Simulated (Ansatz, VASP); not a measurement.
# Two plane-wave programs on AlN

The input INCAR:

```
SYSTEM = AlN
PREC     = Accurate       ! precision mode
ENCUT    = 520            ! plane-wave cutoff, eV
EDIFF    = 1E-6           ! SCF threshold, eV
ISMEAR   = 0              ! smearing method
SIGMA    = 0.05           ! smearing width, eV
LREAL    = .FALSE.        ! projectors in reciprocal space
LASPH    = .TRUE.         ! aspherical terms in the spheres
NELM     = 60             ! most SCF steps
ALGO     = Normal         ! electronic algorithm
ISIF     = 2              ! what is computed and relaxed
LWAVE    = .FALSE.        ! write WAVECAR
LCHARG   = .FALSE.        ! write CHGCAR
GGA      = PS             ! functional
NBANDS   = 16             ! bands
```

KPOINTS

```
regular mesh
0
G
  12 12 6
  0 0 0
```

The input POSCAR:

```
AlN
1.0
    3.3121157418      0.0000000000      0.0000000000
   -1.6560578709      2.8683763727      0.0000000000
    0.0000000000      0.0000000000      4.1875630000
Al N
2 2
Direct
    0.3028282710      0.6514141355      0.7500000000
    0.6361616043      0.3180808022      0.2500000000
    0.3333333333      0.6666666667      0.2500000000
    0.6666666667      0.3333333333      0.7500000000
```

Input for Ansatz:

```yaml
crystal:
  lattice:
    - [3.3121157418, 0.0, 0.0]
    - [-1.6560578709, 2.8683763727, 0.0]
    - [0.0, 0.0, 4.187563]
  atoms:
    - { symbol: Al, position: [0.302828271, 0.6514141355, 0.75] }
    - { symbol: Al, position: [0.6361616043, 0.3180808022, 0.25] }
    - { symbol: "N", position: [0.3333333333, 0.6666666667, 0.25] }
    - { symbol: "N", position: [0.6666666667, 0.3333333333, 0.75] }
basis:
  ecutwfc: 420
kpoints:
  mp_grid: { grid: [12, 12, 6] }
hamiltonian:
  xc: pbesol
scf:
  occupations: { method: gaussian, width: 0.05 }
output:
  forces: true
  stress: true
  eigenvalues: true
```

Change from the starting cell: all Al atoms moved +0.087 Å, as atom 1 towards its neighbour atom 4 (N) at 1.912 Å.

Alike in both runs: task single point; functional PBEsol; k mesh 12 × 12 × 6; occupations gaussian, width 0.05 eV; no spin polarisation.

|  | VASP | Ansatz |
| --- | --- | --- |
| version | VASP 6.6.1 | Ansatz 0.2.0 |
| potentials or method | VASP PAW PBE potentials, release 64 (Al, N), cutoff 520 eV | scalar-relativistic, plane waves, PAW |
| valence electrons in the cell | 16 | 16 |

|  | VASP | Ansatz | Ansatz less VASP |
| --- | --- | --- | --- |
| gap on the k mesh at the Fermi level (eV) | 3.17 | 3.16 | -0.013 |
| least direct gap on the mesh (eV) | 3.17 | 3.16 | -0.013 |
| pressure (GPa) | -2.4 | -2.3 | +0.10 |
| traceless stress, the component that is largest in VASP (GPa) | -1.94 | -1.89 | +0.050 |
| rms of the force components (eV/Å) | 0.780 | 0.772 | -0.0080 |

VASP's potentials were made for PBE, not for PBEsol. Atom by atom the forces differ by 0.008 eV/Å (rms over components).
